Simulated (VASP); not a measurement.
# Si62Ge (a cell with a defect) in VASP: a series of runs

The runs below take Si62Ge (a cell with a defect) through single point, with PBEsol.

Everything below comes from runs of VASP 6.6.1. Logs are shortened: lines on timing, memory, paths and dates and some standing lists are left out, and cuts for length are marked.

**1. The cell of the first run**

The cell holds a defect, 63 atoms: a = 10.860 Å, b = 10.860 Å, c = 10.860 Å, α = 90.00°, β = 90.00°, γ = 90.00°.

**2. Single point, PBEsol**

File INCAR:

```
SYSTEM = Si62Ge
ALGO = Normal
EDIFF = 1E-7
ENCUT = 520
GGA = PS
ISIF = 2
ISMEAR = -1
LASPH = .True.
LCHARG = .True.
LELF = .True.
LREAL = Auto
LVHAR = .True.
LWAVE = .False.
NBANDS = 168
NELECT = 264.0
NELM = 80
PREC = Accurate
SIGMA = 0.05
```

File KPOINTS:

```
k-points
0
Gamma
  1 1 1
  0 0 0
```

File POSCAR:

```
Si62Ge
1.0
   10.8600000000      0.0000000000      0.0000000000
    0.0000000000     10.8600000000      0.0000000000
    0.0000000000      0.0000000000     10.8600000000
Si Ge
62 1
Direct
    0.5026526703     -0.0012440147      0.0018821363
    0.7516253223      0.2480023941      0.0018875691
    0.8740348987      0.3763000921      0.1239327808
    0.8703884899      0.1216791897      0.3700226519
   -0.0024558932      0.0017350829      0.0002948435
    0.1246662063      0.1257582873      0.1242290976
    0.2508501842      0.2506580110     -0.0008782689
    0.3763793738      0.3742217311      0.1250672192
    0.4999918048      0.4995312155     -0.0010626151
    0.6246906077      0.6257111418      0.1241181400
    0.7486488950      0.7532316759      0.0005184162
    0.8705152855      0.8801757827      0.1276836096
    0.2494493554      0.0010419890      0.2487953959
    0.3740834254      0.1259117864      0.3735212707
    0.5016903315      0.2486853591      0.2512818600
    0.6246908840      0.3763529466      0.3733702578
    0.7495115101      0.5011191529      0.2488104052
    0.8742345304      0.6253039595      0.3738071823
    0.5014531308      0.0017686004      0.4963114180
    0.6247404236      0.1257867403      0.6240865562
    0.7486623389      0.2494024862      0.4965863720
    0.8746607735      0.3751740331      0.6238039595
    0.7494966851      0.0010224678      0.7486656538
    0.8739407919      0.1257627993      0.8737290976
   -0.0002224678      0.5007491713     -0.0007509208
    0.1242488950      0.6261904236      0.1246227440
    0.2495523020      0.7509006446     -0.0006328729
    0.3742398711      0.8764511971      0.1239786372
   -0.0030146409      0.2492753223      0.2481491713
    0.1246656538      0.3748650092      0.3738641805
    0.2499786372      0.5004270718      0.2482021179
    0.3752495396      0.6257539595      0.3741882136
    0.5008712707      0.7529985267      0.2481051565
    0.6287209024      0.8797637201      0.3695126151
   -0.0022119705     -0.0002850829      0.4969258748
    0.1244445672      0.1256116022      0.6241197053
    0.2496039595      0.2506069982      0.4990932781
    0.3746468692      0.3759631676      0.6247582873
    0.5001127993      0.5009106814      0.4989675875
    0.6249239411      0.6261251381      0.6241728361
    0.7506948435      0.7529234807      0.4969349908
    0.8743052486      0.8762541436      0.6243714549
    0.2503081952      0.0016307551      0.7494124309
    0.3767338858      0.1244719153      0.8761114180
    0.4995819521      0.2506612339      0.7502278085
    0.6260209024      0.3736592081      0.8758035912
    0.7489762431      0.5003222836      0.7495096685
    0.8745355433      0.6257371087      0.8750436464
   -0.0028397790      0.7531002762      0.2501992634
    0.1251364641      0.8761491713      0.3735229282
   -0.0003048803      0.5002342541      0.4986914365
    0.1250277164      0.6254353591      0.6246337937
    0.2501034991      0.7510690608      0.4989318600
    0.3755721915      0.8760401473      0.6237720074
   -0.0006927256      0.2506657459      0.7491279926
    0.1255958564      0.3757615101      0.8738840700
    0.2496492634      0.5009012891      0.7489498158
    0.3746010129      0.6250086556      0.8741319521
    0.4996591160      0.7511087477      0.7491213628
    0.6247268877      0.8764850829      0.8735287293
   -0.0008090239      0.7510063536      0.7496263352
    0.1248153775      0.8757015654      0.8745846225
    0.6446616943      0.1057886740      0.1451047882
```

Potentials or basis: VASP PAW PBE potentials, release 64 (Si, Ge_d).

On the command line:

```
cat potpaw_PBE.64/Si/POTCAR potpaw_PBE.64/Ge_d/POTCAR > POTCAR
mpirun -np 1 vasp_gam > vasp.out
```

OUTCAR:

```text
SYSTEM = Si62Ge
   EDIFF = 1E-7
   ENCUT = 520
   GGA = PS
   ISIF = 2
   ISMEAR = -1
   LASPH = .True.
   LREAL = Auto
   NELECT = 264.0
   NELM = 80
   PREC = Accurate

 ion  position               nearest neighbor table
   1  0.503  0.999  0.002-  60 2.34  28 2.34  44 2.37  63 2.48
   2  0.752  0.248  0.002-  24 2.34   3 2.34  46 2.37  63 2.48
   3  0.874  0.376  0.124-   2 2.34  17 2.35  29 2.35  25 2.35
   4  0.870  0.122  0.370-  21 2.36  29 2.36  35 2.36
   5  0.998  0.002  0.000-  24 2.35   6 2.35  12 2.36  62 2.38
   6  0.125  0.126  0.124-  13 2.35   5 2.35  29 2.35   7 2.36
   7  0.251  0.251  0.999-   8 2.35  44 2.35  56 2.35   6 2.36
   8  0.376  0.374  0.125-   7 2.35   9 2.35  31 2.36  15 2.36
   9  0.500  0.500  0.999-  46 2.35   8 2.35  58 2.36  10 2.36
  10  0.625  0.626  0.124-  17 2.35  11 2.35  33 2.35   9 2.36
  11  0.749  0.753  0.001-  60 2.35  10 2.35  12 2.36  48 2.38
  12  0.871  0.880  0.128-  11 2.36   5 2.36  49 2.36
  13  0.249  0.001  0.249-  50 2.34   6 2.35  28 2.35  14 2.35
  14  0.374  0.126  0.374-  15 2.34  13 2.35  19 2.35  37 2.35
  15  0.502  0.249  0.251-  14 2.34  16 2.34   8 2.36  63 2.48
  16  0.625  0.376  0.373-  15 2.34  17 2.35  21 2.35  39 2.35
  17  0.750  0.501  0.249-  18 2.34  10 2.35  16 2.35   3 2.35
[... 43 lines left out ...]
  61  0.999  0.751  0.750-  62 2.35  48 2.35  42 2.35  52 2.36
  62  0.125  0.876  0.875-  27 2.35  61 2.35  43 2.36   5 2.38
  63  0.645  0.106  0.145-  15 2.48   1 2.48   2 2.48

  LATTYP: Found a simple cubic cell.
 ALAT       =    10.8600000000

  Lattice vectors:

 A1 = (  10.8600000000,   0.0000000000,   0.0000000000)
 A2 = (   0.0000000000,  10.8600000000,   0.0000000000)
 A3 = (   0.0000000000,   0.0000000000,  10.8600000000)

Analysis of symmetry for initial positions (statically):
=====================================================================
 Subroutine PRICEL returns:
 Original cell was already a primitive cell.

 Routine SETGRP: Setting up the symmetry group for a
 simple cubic supercell.

 Subroutine GETGRP returns: Found  1 space group operations
 (whereof  1 operations were pure point group operations)
 out of a pool of 48 trial point group operations.

The static configuration has the point symmetry C_1 .

Analysis of symmetry for dynamics (positions and initial velocities):
=====================================================================
 Subroutine PRICEL returns:
[... 209 lines left out ...]
   EDIFFG = 0.1E-05   stopping-criterion for IOM
   NSW    =      0    number of steps for IOM
   IBRION =     -1    ionic relax: 0-MD 1-quasi-New 2-CG
   NFREE  =      0    steps in history (QN), initial steepest desc. (CG)
   ISIF   =      2    stress and relaxation
   ISYM   =      2    0-nonsym 1-usesym 2-fastsym
   POTIM  = 0.5000    time-step for ionic-motion
   TEBEG  =    0.0;   TEEND  =   0.0 temperature during run
   PSTRESS=    0.0 pullay stress
   NELECT =     264.0000    total number of electrons
   NUPDOWN=      -1.0000    fix difference up-down
   EMIN   =  10.00;   EMAX   =-10.00  energy-range for DOS
   EFERMI =   0.00;   METHOD = LEGACY
   ISMEAR =    -1;   SIGMA  =   0.05  broadening in eV -4-tet -1-fermi 0-gaus
   EFERMI_NEDOS =   21; number of points for ismear=-14 and -15
   IALGO  =     38    algorithm
   IMIX   =      4    mixing-type and parameters
     AMIX     =   0.40;   BMIX     =  1.00
     AMIX_MAG =   1.60;   BMIX_MAG =  1.00
  volume/ion in A,a.u.               =      20.33       137.20
  Fermi-wavevector in a.u.,A,eV,Ry     =   0.967044  1.827449 12.723821  0.935174
  Thomas-Fermi vector in A             =   2.096897
   LORBIT       =      0    0 simple, 1 ext, 2 COOP (PROOUT), +10 PAW based schemes
   GGA     = PS    functional components
   LHFCALC =     F    Hartree Fock is set to
   AEXX    =    0.0000 exact exchange contribution
   IVDW    =     0    specifies the selected vdW correction
   LEPSILON=     F    determine dielectric tensor
   LRPA    =     F    only Hartree local field effects (RPA)
 non-spin polarized calculation
  energy-cutoff  :      520.00
  volume of cell :     1280.82
 maximum number of plane-waves:     17229
 NGX is ok and might be reduce to    84
   NGX = 41   NGY = 41   NGZ = 41

 number of electron     263.9999980 magnetization

 Free energy of the ion-electron system (eV)
  ---------------------------------------------------
  ext. energy  EPLUGINS =         0.00000000
  ---------------------------------------------------
  free energy    TOTEN  =      -339.29780915 eV

  energy without entropy =     -338.97419547  energy(sigma->0) =     -339.13600231

 E-fermi :   6.1606     XC(G=0):  -9.5435

 val. band max:        6.0973639078   @ k =   0.0000   0.0000   0.0000
 cond. band min:       6.1826849083   @ k =   0.0000   0.0000   0.0000
 fundamental gap:      0.0853210006
 Fermi energy:         6.1606499493

 k-point     1 :       0.0000    0.0000    0.0000
  band No.  band energies     occupation
      1     -18.1613      2.00000
      2     -18.1610      2.00000
      3     -18.1608      2.00000
      4     -18.1205      2.00000
      5     -18.1201      2.00000
      6      -6.3125      2.00000
[... 136 lines left out ...]
    143       6.7819      0.00001
    144       6.7822      0.00001
 [bands above 144 left out]

------------------------ aborting loop because EDIFF is reached ----------------------------------------

  FORCE on cell =-STRESS in cart. coord.  units (eV):
  Direction    XX          YY          ZZ          XY          YZ          ZX
  --------------------------------------------------------------------------------------
  -------------------------------------------------------------------------------------
  Total       18.9497496     18.9406624     18.9003169     -0.4950820     -0.3663764      0.3717290
  in kB       23.7041607     23.6927935     23.6423255     -0.6192960     -0.4582987      0.4649942
  external PRESSURE =      23.6797599 kB  Pullay stress =       0.0000000 kB

 VOLUME and BASIS-vectors are now :
 -----------------------------------------------------------------------------
  energy-cutoff  :      520.00
  volume of cell :     1280.82
      direct lattice vectors                 reciprocal lattice vectors
    10.860000000  0.000000000  0.000000000     0.092081031  0.000000000  0.000000000
     0.000000000 10.860000000  0.000000000     0.000000000  0.092081031  0.000000000
     0.000000000  0.000000000 10.860000000     0.000000000  0.000000000  0.092081031

 POSITION                                       TOTAL-FORCE (eV/Angst)
 -----------------------------------------------------------------------------------
      5.45881     10.84649      0.02044         0.004257     -0.002779      0.005498
      8.16265      2.69331      0.02050         0.000668     -0.006748      0.009401
      9.49202      4.08662      1.34591         0.000293     -0.003320     -0.004629
      9.45242      1.32144      4.01845         0.001493      0.008024     -0.004017
     10.83333      0.01884      0.00320        -0.002889     -0.008942      0.008217
      1.35388      1.36574      1.34913        -0.002547      0.004420     -0.009769
[... 55 lines left out ...]
      1.35549      9.51012      9.49799        -0.001726     -0.000822      0.005133
      7.00103      1.14886      1.57584         0.004661      0.001195      0.004271
 -----------------------------------------------------------------------------------
    total drift:                               -0.024713      0.032289     -0.038826

  FREE ENERGIE OF THE ION-ELECTRON SYSTEM (eV)
  ---------------------------------------------------
  free  energy   TOTEN  =      -339.2978091470 eV

  energy  without entropy=     -338.9741954678  energy(sigma->0) =     -339.13600231
```

Wall time 9.9 min (1 thread of Intel Xeon Platinum 8259CL at 2.50GHz (Skylake/Cascade Lake), shared host); peak memory 1 GiB.

Results:

```yaml
Free_energy: -339.2978 eV
Largest_force: 0.019 eV/Å
```

Forces in eV/Å, atoms in the order of the input:
```
Si   0.004 -0.003  0.005
Si   0.001 -0.007  0.009
Si   0.000 -0.003 -0.005
Si   0.001  0.008 -0.004
Si  -0.003 -0.009  0.008
Si  -0.003  0.004 -0.010
Si  -0.004 -0.002  0.003
Si   0.003 -0.005 -0.018
Si  -0.002  0.006  0.000
Si  -0.002  0.005 -0.001
Si   0.003  0.006  0.009
Si  -0.001  0.000 -0.006
Si  -0.006 -0.001  0.004
Si   0.003 -0.001  0.003
Si   0.016 -0.010 -0.002
Si  -0.011  0.000 -0.002
Si  -0.002  0.002 -0.001
Si   0.004 -0.002  0.000
Si   0.004 -0.002 -0.002
Si  -0.006  0.002 -0.004
Si   0.008 -0.012  0.000
Si   0.003 -0.006  0.002
Si   0.000  0.003  0.001
Si   0.003  0.004 -0.003
Si  -0.002  0.009 -0.006
Si  -0.003  0.000 -0.005
Si  -0.003 -0.001 -0.006
Si   0.002  0.000 -0.006
Si  -0.002 -0.007  0.006
Si   0.001 -0.005  0.001
Si  -0.002  0.004  0.018
Si   0.011 -0.004  0.003
Si   0.007  0.010  0.005
Si  -0.005  0.001 -0.004
Si  -0.001  0.010 -0.002
Si  -0.004 -0.002 -0.004
Si  -0.009  0.003 -0.005
Si   0.008 -0.002  0.007
Si  -0.008  0.006  0.002
Si   0.002  0.005 -0.006
Si  -0.009 -0.001  0.001
Si   0.002 -0.003  0.002
Si   0.000 -0.013  0.007
Si   0.002  0.010  0.007
Si   0.002  0.006 -0.008
Si  -0.015 -0.006  0.004
Si   0.007 -0.001  0.002
Si   0.014 -0.004 -0.001
Si   0.001  0.004 -0.012
Si   0.006 -0.002  0.008
Si  -0.001  0.014  0.003
Si  -0.003 -0.002 -0.002
Si  -0.009  0.002 -0.004
Si   0.002 -0.004 -0.003
Si  -0.004  0.007 -0.006
Si   0.002 -0.002  0.006
Si   0.004  0.001  0.007
Si   0.003 -0.008  0.001
Si  -0.004  0.001 -0.002
Si  -0.006 -0.001  0.001
Si   0.000  0.001 -0.005
Si  -0.002 -0.001  0.005
Ge   0.005  0.001  0.004
```

Caveat: the k points lie up to 0.58 Å⁻¹ apart; the cell carries a net charge on a neutralising background, which shifts energy and pressure; the cell is charged against a uniform background, so pressure and absolute levels hang on convention; the PAW data sets were made with another functional, which shifts forces and pressure a little.

[end of part 1 of 2]
